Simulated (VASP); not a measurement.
Crystal: Ti.

```
CELL_PARAMETERS angstrom
0.00000 1.95969 1.95969
1.95969 0.00000 1.95969
1.95969 1.95969 0.00000
ATOMIC_POSITIONS crystal
Ti 0.00000 0.00000 0.00000
```

This isn't the form of Ti at room conditions, which is hcp.

Base run:

```yaml
Program: VASP 6.6.1
Functional: LDA
Potentials_or_basis: VASP PAW LDA potentials, release 64 (Ti_sv)
Cutoff: 520 eV
k_mesh: 22 × 22 × 22
Occupations: gaussian, width 0.15 eV
Spin: collinear spin
Starting_moments: "[0.125] μB"
Fixed_moment: 0.125 μB
```

Its results: pressure 8.3 GPa; site moments Ti +0.09 μB.

The run is repeated on the same cell with these changes: fixed moment from 0.125 μB to 0.5 μB; moments at the start from [0.12] to [0.5]. What comes out?

Pressure 9.4 GPa; site moments Ti +0.36 μB.

Caveats: the cell stands under pressure; the total moment is fixed, so each spin has its own Fermi level and the state may be an excited one.
